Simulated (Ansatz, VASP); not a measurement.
# Two plane-wave programs on TiC

Contents of INCAR:

```
SYSTEM = TiC
PREC = Accurate ; ENCUT = 520
EDIFF = 1E-6 ; ISMEAR = 1
SIGMA = 0.1 ; LREAL = .False.
LASPH = .True. ; NELM = 80
ALGO = Normal ; ISIF = 2
LWAVE = .False. ; LCHARG = .True.
GGA = PS ; LELF = .True.
LVHAR = .True. ; NBANDS = 15
```

File KPOINTS:

```
Automatic mesh
0
Gamma
  20 20 20
  0 0 0
```

POSCAR

```
TiC
1.0
    0.0000000000      2.0364019665      2.4436823598
    2.0364019665      0.0000000000      2.4436823598
    2.0364019665      2.0364019665      0.0000000000
Ti C
1 1
Direct
    0.0000000000      0.0000000000      0.0000000000
    0.5000000000      0.5000000000      0.5000000000
```

Input for Ansatz:

```yaml
crystal:
  lattice:
    - [0.0, 2.0364019665, 2.4436823598]
    - [2.0364019665, 0.0, 2.4436823598]
    - [2.0364019665, 2.0364019665, 0.0]
  atoms:
    - { symbol: Ti, position: [0.0, 0.0, 0.0] }
    - { symbol: C, position: [0.5, 0.5, 0.5] }
basis:
  ecutwfc: 420
kpoints:
  mp_grid: { grid: [20, 20, 20] }
hamiltonian:
  xc: pbesol
scf:
  occupations: { method: cold, width: 0.1 }
output:
  forces: true
  stress: true
  eigenvalues: true
```

Alike in both runs: task single point; functional PBEsol; k mesh 20 × 20 × 20; no spin polarisation.

|  | VASP | Ansatz |
| --- | --- | --- |
| version | VASP 6.6.1 | Ansatz 0.2.0 |
| potentials or method | VASP PAW PBE potentials, release 64 (Ti_sv, C), cutoff 520 eV | scalar-relativistic, plane waves, PAW |
| occupations | methfessel-paxton of order 1, width 0.1 eV | cold, width 0.1 eV |
| valence electrons in the cell | 16 | 16 |

```csv
,VASP,Ansatz,Ansatz less VASP
gap on the k mesh at the Fermi level (eV),none,none,-
pressure (GPa),9.4,9.2,-0.19
"traceless stress, the component that is largest in VASP (GPa)",-41.11,-40.90,+0.208
```

VASP's potentials were made for PBE, not for PBEsol. A gap of «none» marks a metal or a gap that the smearing closes.
